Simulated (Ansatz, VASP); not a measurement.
## SiC in VASP and in Ansatz

```xyz
2
Lattice="0.0000 2.1136 2.3159 2.1136 0.0000 2.3159 2.1136 2.1136 0.0000" Properties=species:S:1:pos:R:3 pbc="T T T"
Si    0.0000    0.0000    0.0000
C     1.0568    1.0568    1.1579
```

Alike in both runs: task single point; functional PBE; k mesh 8 × 8 × 8; occupations fermi-dirac, width 0.02 eV; no spin polarisation.

|  | VASP | Ansatz |
| --- | --- | --- |
| version | VASP 6.6.1 | Ansatz 0.2.0 |
| potentials or method | VASP PAW PBE potentials, release 64 (Si, C), cutoff 520 eV | plane waves, PAW |
| valence electrons in the cell | 8 | 8 |

|  | VASP | Ansatz | Ansatz less VASP |
| --- | --- | --- | --- |
| pressure (GPa) | 2.7 | 2.7 | +0.06 |
| traceless stress, the component that is largest in VASP (GPa) | -18.81 | -18.77 | +0.041 |
